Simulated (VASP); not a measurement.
Runs of VASP 6.6.1 on Te. The structure is that of space group Fm-3m (No. 225), or close to it. The cells are those of the table. 

```tsv
cell	k mesh	gap on the mesh (eV)	pressure (GPa)
a = 3.467 Å, angles 60.0°, 1 atom	12 × 12 × 12	none	4.0
a = 3.564 Å, angles 60.0°, 1 atom	12 × 12 × 12	none	0.1
a = 3.611 Å, angles 60.0°, 1 atom	12 × 12 × 12	none	(a)
a = 3.657 Å, angles 60.0°, 1 atom	12 × 12 × 12	none	-2.3
a = 3.702 Å, angles 60.0°, 1 atom	12 × 12 × 12	none	-3.1
a = 3.416 Å, angles 60.0°, 1 atom	12 × 12 × 12	none	6.7
a = 3.564 Å, angles 60.0°, 1 atom	18 × 18 × 18	none	0.1
a = 3.564 Å, angles 60.0°, 1 atom	11 × 11 × 11	none	(b)
```

Alike in all rows: task single point; level BLYP; potentials or basis VASP PAW PBE potentials, release 64 (Te); no spin polarisation; cutoff (eV) 520; smearing fermi-dirac 0.1 eV.

**Question.** Estimate the missing entries.

**Answer.** (a) -1.2; (b) 0.0.

Caveats: the PAW data sets were made with another functional, which shifts forces and pressure a little; spin-orbit coupling is left out, which moves the levels of the heavy elements.

A k mesh can miss the band edges, and the runs leave out spin-orbit coupling on Te.

A gap of «none» marks levels without a gap at the run's occupations.
